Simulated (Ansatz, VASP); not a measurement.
## AgCl in VASP and in Ansatz

INCAR

```
  PREC = Accurate
  ENCUT = 520
  EDIFF = 1E-6
  ISMEAR = 0
  SIGMA = 0.05
  LREAL = False
  LASPH = True
  NELM = 60
  ALGO = Normal
  ISIF = 2
  LWAVE = False
  LCHARG = False
  GGA = PE
  NBANDS = 16
```

File KPOINTS:

```
Automatic mesh
0
Gamma
  8 8 8
```

The input POSCAR:

```
AgCl
1.0
    0.0000000000      2.8060228508      2.8060228508
    2.8060228508      0.0000000000      2.8060228508
    2.8060228508      2.8060228508      0.0000000000
Ag Cl
1 1
Direct
    0.4850320454      0.5149679546      0.5149679546
    0.0455448893     -0.0455448893     -0.0455448893
```

Input for Ansatz:

```yaml
crystal:
  lattice:
    - [0.0, 2.8060228508, 2.8060228508]
    - [2.8060228508, 0.0, 2.8060228508]
    - [2.8060228508, 2.8060228508, 0.0]
  atoms:
    - { symbol: Ag, position: [0.4850320454, 0.5149679546, 0.5149679546] }
    - { symbol: Cl, position: [0.0455448893, -0.0455448893, -0.0455448893] }
basis:
  ecutwfc: 420
kpoints:
  mp_grid: { grid: [8, 8, 8] }
hamiltonian:
  xc: pbe
scf:
  occupations: { method: gaussian, width: 0.05 }
output:
  forces: true
  stress: true
  eigenvalues: true
```

Change from the starting cell: mode 4 frozen in at -0.256 Å, equal normal strain along x and y +0.0000.

Alike in both runs: task single point; functional PBE; k mesh 8 × 8 × 8; occupations gaussian, width 0.05 eV; no spin polarisation.

```csv
,VASP,Ansatz
version,VASP 6.6.1,Ansatz 0.2.0
potentials or method,"VASP PAW PBE potentials, release 64 (Ag, Cl), cutoff 520 eV","scalar-relativistic, plane waves, PAW"
valence electrons in the cell,18,26
```

VASP gave:

* gap on the k mesh at the Fermi level (eV): 1.05
* least direct gap on the mesh (eV): 2.04
* pressure (GPa): 1.7
* traceless stress, the component that is largest in VASP (GPa): 3.43
* rms of the force components (eV/Å): 0.342

**Question.** What did Ansatz give for the same quantities?

**Answer.** gap on the k mesh at the Fermi level (eV): 1.05; least direct gap on the mesh (eV): 2.04; pressure (GPa): 1.9; traceless stress, the component that is largest in VASP (GPa): 3.44; rms of the force components (eV/Å): 0.344.

Atom by atom the forces differ by 0.002 eV/Å (rms over components). VASP's potentials hold 18 valence electrons a cell and Ansatz's 26, so a difference there can come from the potentials and not from the codes.
